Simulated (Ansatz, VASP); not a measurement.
## ZnS in VASP and in Ansatz

File INCAR:

```
SYSTEM = ZnS
ALGO = Normal ; EDIFF = 1E-6
ENCUT = 520 ; GGA = PS
ISIF = 2 ; ISMEAR = 0
LASPH = .True. ; LCHARG = .False.
LREAL = .False. ; LWAVE = .False.
NBANDS = 46 ; NELM = 80
PREC = Accurate ; SIGMA = 0.05
```

Contents of KPOINTS:

```
k-points
0
Gamma
  6 6 6
  0 0 0
```

The input POSCAR:

```
ZnS
1.0
    5.3565181498      0.0000000000      0.0000000000
    0.0000000000     -5.3565181498      0.0000000000
    0.0000000000      0.0000000000     -5.3565181498
Zn S
4 4
Direct
    0.0594038968      0.0594038968      0.0000000000
    0.5000000000      0.5000000000      0.0000000000
    0.5000000000      0.0000000000      0.5000000000
    0.0000000000      0.5000000000      0.5000000000
    0.7500000000      0.7500000000      0.7500000000
    0.2500000000      0.2500000000      0.7500000000
    0.2500000000      0.7500000000      0.2500000000
    0.7500000000      0.2500000000      0.2500000000
```

Input for Ansatz:

```yaml
crystal:
  lattice:
    - [5.3565181498, 0.0, 0.0]
    - [0.0, -5.3565181498, 0.0]
    - [0.0, 0.0, -5.3565181498]
  atoms:
    - { symbol: Zn, position: [0.0594038968, 0.0594038968, 0.0] }
    - { symbol: Zn, position: [0.5, 0.5, 0.0] }
    - { symbol: Zn, position: [0.5, 0.0, 0.5] }
    - { symbol: Zn, position: [0.0, 0.5, 0.5] }
    - { symbol: S, position: [0.75, 0.75, 0.75] }
    - { symbol: S, position: [0.25, 0.25, 0.75] }
    - { symbol: S, position: [0.25, 0.75, 0.25] }
    - { symbol: S, position: [0.75, 0.25, 0.25] }
basis:
  ecutwfc: 420
kpoints:
  mp_grid: { grid: [6, 6, 6] }
hamiltonian:
  xc: pbesol
scf:
  occupations: { method: gaussian, width: 0.05 }
output:
  forces: true
  stress: true
  eigenvalues: true
```

Alike in both runs: task single point; functional PBEsol; k mesh 6 × 6 × 6; occupations gaussian, width 0.05 eV; no spin polarisation.

|  | VASP | Ansatz |
| --- | --- | --- |
| version | VASP 6.6.1 | Ansatz 0.2.0 |
| potentials or method | VASP PAW PBE potentials, release 64 (Zn, S), cutoff 520 eV | scalar-relativistic, plane waves, PAW |
| valence electrons in the cell | 72 | 72 |

Ansatz gave:

- gap on the k mesh at the Fermi level (eV): 1.85
- least direct gap on the mesh (eV): 1.85
- pressure (GPa): 2.1
- traceless stress, the component that is largest in VASP (GPa): -2.87
- rms of the force components (eV/Å): 1.360

What did VASP give for the same quantities?

gap on the k mesh at the Fermi level (eV): 1.86; least direct gap on the mesh (eV): 1.86; pressure (GPa): 2.3; traceless stress, the component that is largest in VASP (GPa): -2.90; rms of the force components (eV/Å): 1.370.

VASP's potentials were made for PBE, not for PBEsol. Atom by atom the forces differ by 0.010 eV/Å (rms over components). The functional is the same, so the differences come from potentials, cutoffs and numerics.
